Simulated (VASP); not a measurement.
# Y (Fm-3m) in VASP: a series of runs

Y is run at these levels: LDA, PBE; tasks: single point.

Program: VASP 6.6.1. These are calculated values, not measurements. Logs are shortened: lines on timing, memory, paths and dates and some standing lists are left out, and cuts for length are marked.

### 1 The cell of the first run

The structure is cubic, space group Fm-3m (No. 225). The conventional cell has a = 5.104 Å, b = 5.104 Å, c = 5.104 Å, α = 90.00°, β = 90.00°, γ = 90.00°. Within 4.7 Å of Y (site symmetry m-3m) lie 12 Y at 3.61 Å.

### 2 Single point, LDA

INCAR

```
ALGO     = Fast           # electronic algorithm
EDIFF    = 1E-6           # SCF threshold, eV
ENCUT    = 520            # plane-wave cutoff, eV
GGA      = CA             # functional
ISIF     = 2              # what is computed and relaxed
ISMEAR   = 0              # smearing method
LASPH    = True           # aspherical terms in the spheres
LCHARG   = True           # write CHGCAR
LELF     = True           # ELF
LREAL    = False          # projectors in reciprocal space
LVHAR    = True         
LWAVE    = False          # write WAVECAR
NBANDS   = 12             # bands
NELM     = 100            # most SCF steps
PREC     = Accurate       # precision mode
SIGMA    = 0.1            # smearing width, eV
```

KPOINTS

```
k-points
0
Gamma
  9 9 9
```

POSCAR

```
Y
1.0
    0.0000000000      2.5519910612      2.5519910612
    2.5519910612      0.0000000000      2.5519910612
    2.5519910612      2.5519910612      0.0000000000
Y
1
Direct
    0.0000000000      0.0000000000      0.0000000000
```

Potentials or basis: VASP PAW LDA potentials, release 64 (Y_sv).

Started as:

```
$ cat potpaw_LDA.64/Y_sv/POTCAR > POTCAR
$ mpirun -np 1 vasp_std > vasp.out
```

OUTCAR:

```text
EDIFF = 1E-6
   ENCUT = 520
   GGA = CA
   ISIF = 2
   ISMEAR = 0
   LASPH = True
   LREAL = False
   NELM = 100
   PREC = Accurate

 ion  position               nearest neighbor table
   1  0.000  0.000  0.000-

  LATTYP: Found a face centered cubic cell.
 ALAT       =     5.1039821224

  Lattice vectors:

 A1 = (   0.0000000000,   2.5519910612,   2.5519910612)
 A2 = (   2.5519910612,   0.0000000000,   2.5519910612)
 A3 = (   2.5519910612,   2.5519910612,   0.0000000000)

Analysis of symmetry for initial positions (statically):
=====================================================================
 Subroutine PRICEL returns:
 Original cell was already a primitive cell.

 Routine SETGRP: Setting up the symmetry group for a
 face centered cubic supercell.

 Subroutine GETGRP returns: Found 48 space group operations
 (whereof 48 operations were pure point group operations)
 out of a pool of 48 trial point group operations.

The static configuration has the point symmetry O_h .

Analysis of symmetry for dynamics (positions and initial velocities):
=====================================================================
 Subroutine PRICEL returns:
 Original cell was already a primitive cell.

 Routine SETGRP: Setting up the symmetry group for a
 face centered cubic supercell.

 Subroutine GETGRP returns: Found 48 space group operations
 (whereof 48 operations were pure point group operations)
 out of a pool of 48 trial point group operations.

The dynamic configuration has the point symmetry O_h .

 Subroutine INISYM returns: Found 48 space group operations
 (whereof 48 operations are pure point group operations),
 and found     1 'primitive' translations

----------------------------------------------------------------------------------------

                                     Primitive cell

  volume of cell :      33.2405

  direct lattice vectors                    reciprocal lattice vectors
     0.000000000  2.551991061  2.551991061    -0.195925451  0.195925451  0.195925451
     2.551991061  0.000000000  2.551991061     0.195925451 -0.195925451  0.195925451
     2.551991061  2.551991061  0.000000000     0.195925451  0.195925451 -0.195925451

  length of vectors
     3.609060370  3.609060370  3.609060370     0.339352836  0.339352836  0.339352836

  position of ions in fractional coordinates (direct lattice)
     0.000000000  0.000000000  0.000000000

  ion indices of the primitive-cell ions
   primitive index   ion index
                 1           1

----------------------------------------------------------------------------------------

 KPOINTS: k-points

Automatic generation of k-mesh.
 Grid dimensions read from file:
 generate k-points for:    9    9    9

 Generating k-lattice:

  Cartesian coordinates                     Fractional coordinates (reciprocal lattice)
    -0.021769495  0.021769495  0.021769495     0.111111111  0.000000000  0.000000000
     0.021769495 -0.021769495  0.021769495     0.000000000  0.111111111  0.000000000
     0.021769495  0.021769495 -0.021769495     0.000000000  0.000000000  0.111111111

  Length of vectors
     0.037705871  0.037705871  0.037705871

  Shift w.r.t. Gamma in fractional coordinates (k-lattice)
     0.000000000  0.000000000  0.000000000

 Subroutine IBZKPT returns following result:
 ===========================================

 Found     35 irreducible k-points:

 Following reciprocal coordinates:
            Coordinates               Weight
  0.000000  0.000000  0.000000      1.000000
  0.111111  0.000000  0.000000      8.000000
  0.222222  0.000000  0.000000      8.000000
  0.333333  0.000000  0.000000      8.000000
  0.444444  0.000000  0.000000      8.000000
  0.111111  0.111111  0.000000      6.000000
[... 16 lines left out ...]
 -0.333333  0.333333  0.000000     12.000000
  0.444444  0.444444  0.000000      6.000000
 [... further k-points ...]
   k-points           NKPTS =     35   k-points in BZ     NKDIM =     35   number of bands    NBANDS=     12
   number of dos      NEDOS =    301   number of ions     NIONS =      1
   total plane-waves  NPLWV =  21952
   dimension x,y,z NGX =    28 NGY =   28 NGZ =   28
   dimension x,y,z NGXF=    56 NGYF=   56 NGZF=   56
   ions per type =               1
   NGX,Y,Z   is equivalent  to a cutoff of  12.90, 12.90, 12.90 a.u.
   NGXF,Y,Z  is equivalent  to a cutoff of  25.80, 25.80, 25.80 a.u.
 SYSTEM =  unknown system
   PREC   = accura    normal or accurate (medium, high low for compatibility)
   ISTART =      0    job   : 0-new  1-cont  2-samecut
   ICHARG =      2    charge: 1-file 2-atom 10-const
   ISPIN  =      1    spin polarized calculation?
   LNONCOLLINEAR =      F non collinear calculations
   LSORBIT =      F    spin-orbit coupling
   LASPH  =      T    aspherical Exc in radial PAW
   ENCUT  =  520.0 eV  38.22 Ry    6.18 a.u.   6.71  6.71  6.71*2*pi/ulx,y,z
   NELM   =    100;   NELMIN=  2; NELMDL= -5     # of ELM steps
   EDIFF  = 0.1E-05   stopping-criterion for ELM
   LREAL  =      F    real-space projection
   EDIFFG = 0.1E-04   stopping-criterion for IOM
   NSW    =      0    number of steps for IOM
   IBRION =     -1    ionic relax: 0-MD 1-quasi-New 2-CG
   NFREE  =      0    steps in history (QN), initial steepest desc. (CG)
   ISIF   =      2    stress and relaxation
   ISYM   =      2    0-nonsym 1-usesym 2-fastsym
   POTIM  = 0.5000    time-step for ionic-motion
   TEBEG  =    0.0;   TEEND  =   0.0 temperature during run
   PSTRESS=    0.0 pullay stress
   NELECT =      11.0000    total number of electrons
   NUPDOWN=      -1.0000    fix difference up-down
   EMIN   =  10.00;   EMAX   =-10.00  energy-range for DOS
   EFERMI =   0.00;   METHOD = LEGACY
   ISMEAR =     0;   SIGMA  =   0.10  broadening in eV -4-tet -1-fermi 0-gaus
   EFERMI_NEDOS =   21; number of points for ismear=-14 and -15
   IALGO  =     68    algorithm
   IMIX   =      4    mixing-type and parameters
     AMIX     =   0.40;   BMIX     =  1.00
     AMIX_MAG =   1.60;   BMIX_MAG =  1.00
  volume/ion in A,a.u.               =      33.24       224.32
  Fermi-wavevector in a.u.,A,eV,Ry     =   1.132357  2.139844 17.445821  1.282232
  Thomas-Fermi vector in A             =   2.269058
   LORBIT       =      0    0 simple, 1 ext, 2 COOP (PROOUT), +10 PAW based schemes
   GGA     = CA    functional components
   LHFCALC =     F    Hartree Fock is set to
   AEXX    =    0.0000 exact exchange contribution
   IVDW    =     0    specifies the selected vdW correction
   LEPSILON=     F    determine dielectric tensor
   LRPA    =     F    only Hartree local field effects (RPA)
 non-spin polarized calculation
 RMM-DIIS sequential band-by-band and
 Gauss-broadening in eV      SIGMA  =   0.10
  energy-cutoff  :      520.00
  volume of cell :       33.24
 maximum number of plane-waves:       914
   NGX = 13   NGY = 13   NGZ = 13

 number of electron      11.0000001 magnetization

 Free energy of the ion-electron system (eV)
  ---------------------------------------------------
  ext. energy  EPLUGINS =         0.00000000
  ---------------------------------------------------
  free energy    TOTEN  =        -6.88161043 eV

  energy without entropy =       -6.87209503  energy(sigma->0) =       -6.87685273

 E-fermi :   2.8569     XC(G=0):  -9.5926

 val. band max:        2.8352180112   @ k =  -0.4444   0.2222   0.1111
 cond. band min:       2.8617684961   @ k =  -0.3333   0.4444   0.2222
 fundamental gap:      0.0265504849
 Fermi energy:         2.8569027570

 k-point     1 :       0.0000    0.0000    0.0000
  band No.  band energies     occupation
      1     -39.6846      2.00000
      2     -19.5157      2.00000
      3     -19.5157      2.00000
      4     -19.5157      2.00000
      5      -1.8885      2.00000
      6       4.5214      0.00000
      7       4.5214      0.00000
      8       4.5214      0.00000
      9       6.4604      0.00000
     10       6.4604      0.00000
     11      11.8045      0.00000
     12      14.9525      0.00000

 k-point     2 :       0.1111    0.0000    0.0000
  band No.  band energies     occupation
      1     -39.6775      2.00000
      2     -19.5819      2.00000
      3     -19.5242      2.00000
      4     -19.5242      2.00000
      5      -1.5899      2.00000
      6       4.2155      0.00000
      7       4.6527      0.00000
      8       4.6527      0.00000
      9       6.3282      0.00000
     10       6.3282      0.00000
     11      12.4419      0.00000
     12      13.8500      0.00000

 k-point     3 :       0.2222    0.0000    0.0000
  band No.  band energies     occupation
      1     -39.6594      2.00000
      2     -19.7454      2.00000
      3     -19.5454      2.00000
      4     -19.5454      2.00000
      5      -0.7885      2.00000
      6       3.6360      0.00000
      7       4.7904      0.00000
      8       4.7904      0.00000
      9       6.3416      0.00000
     10       6.3416      0.00000
     11      12.1857      0.00000
     12      13.9500      0.00000
[... 286 lines left out ...]
 k-point    23 :      -0.3333    0.3333    0.0000
  band No.  band energies     occupation
      1     -39.6084      2.00000
      2     -19.8791      2.00000
      3     -19.8750      2.00000
      4     -19.6422      2.00000
      5       2.2350      2.00000
      6       2.3750      2.00000
      7       3.4677      0.00000
      8       5.8008      0.00000
      9       7.1956      0.00000
     10       8.2192      0.00000
     11      11.2240      0.00000
     12      11.6878      0.00000

 k-point    24 :       0.4444    0.4444    0.0000
  band No.  band energies     occupation
      1     -39.6059      2.00000
      2     -20.0066      2.00000
      3     -19.7030      2.00000
      4     -19.7030      2.00000
      5       1.1051      2.00000
      6       2.0121      2.00000
      7       4.6782      0.00000
      8       7.8361      0.00000
      9       7.9253      0.00000
     10       7.9253      0.00000
     11      10.9379      0.00000
     12      10.9380      0.00000

 [... further k-points ...]
[... 5 lines left out ...]
  --------------------------------------------------------------------------------------
  -------------------------------------------------------------------------------------
  Total       -0.9416678     -0.9416678     -0.9416678     -0.0000000      0.0000000     -0.0000000
  in kB      -45.3879803    -45.3879803    -45.3879803     -0.0000000      0.0000000     -0.0000000
  external PRESSURE =     -45.3879803 kB  Pullay stress =       0.0000000 kB

 VOLUME and BASIS-vectors are now :
 -----------------------------------------------------------------------------
  energy-cutoff  :      520.00
  volume of cell :       33.24
      direct lattice vectors                 reciprocal lattice vectors
     0.000000000  2.551991061  2.551991061    -0.195925451  0.195925451  0.195925451
     2.551991061  0.000000000  2.551991061     0.195925451 -0.195925451  0.195925451
     2.551991061  2.551991061  0.000000000     0.195925451  0.195925451 -0.195925451

 POSITION                                       TOTAL-FORCE (eV/Angst)
 -----------------------------------------------------------------------------------
      0.00000      0.00000      0.00000         0.000000     -0.000000     -0.000000
 -----------------------------------------------------------------------------------
    total drift:                               -0.000000     -0.000000     -0.000000

  FREE ENERGIE OF THE ION-ELECTRON SYSTEM (eV)
  ---------------------------------------------------
  free  energy   TOTEN  =        -6.8816104253 eV

  energy  without entropy=       -6.8720950334  energy(sigma->0) =       -6.87685273
```

Wall time 10 s (1 thread of Intel Xeon 6975P-C (Granite Rapids), shared host); peak memory 0.16 GiB.

Results:

* Free energy: -6.8816 eV
* Pressure: -4.5 GPa

### 3 Single point, PBE

This run uses another cell than the first one, of 32.41 Å³/atom, 0.975 times its volume.

INCAR

```
SYSTEM = Y
PREC     = Accurate       ! precision mode
ENCUT    = 520            ! plane-wave cutoff, eV
EDIFF    = 1E-6           ! SCF threshold, eV
ISMEAR   = -1             ! smearing method
SIGMA    = 0.05           ! smearing width, eV
LREAL    = .FALSE.        ! projectors in reciprocal space
LASPH    = .TRUE.         ! aspherical terms in the spheres
NELM     = 80             ! most SCF steps
ALGO     = Normal         ! electronic algorithm
ISIF     = 2              ! what is computed and relaxed
LWAVE    = .FALSE.        ! write WAVECAR
LCHARG   = .TRUE.         ! write CHGCAR
GGA      = PE             ! functional
LELF     = .TRUE.         ! ELF
LVHAR    = .TRUE.       
NBANDS   = 12             ! bands
```

KPOINTS

```
Automatic mesh
0
G
  7 7 7
  0 0 0
```

POSCAR

```
Y
1.0
    0.0000000000      2.5305431405      2.5305431405
    2.5305431405      0.0000000000      2.5305431405
    2.5305431405      2.5305431405      0.0000000000
Y
1
Direct
    0.0000000000      0.0000000000      0.0000000000
```

Potentials or basis: VASP PAW PBE potentials, release 64 (Y_sv).

Started as:

```
$ cat potpaw_PBE.64/Y_sv/POTCAR > POTCAR
$ mpirun -np 1 vasp_std > vasp.out
```

Run time: 6 s. Hardware: 1 thread of Intel Xeon 6975P-C (Granite Rapids), shared host; peak memory 0.17 GiB.

The run converged. Its results:

| Item | Value |
| --- | --- |
| Free energy | -6.4171 eV |
| Pressure | -0.1 GPa |

Levels at points of the mesh, in eV from the Fermi level:
```csv
k point,band 1,band 2,band 3,band 4,band 5,band 6,band 7,band 8,band 9,band 10
"(0.00, 0.00, 0.00)",-42.67,-22.37,-22.37,-22.37,-4.77,1.79,1.79,1.79,3.80,3.80
```
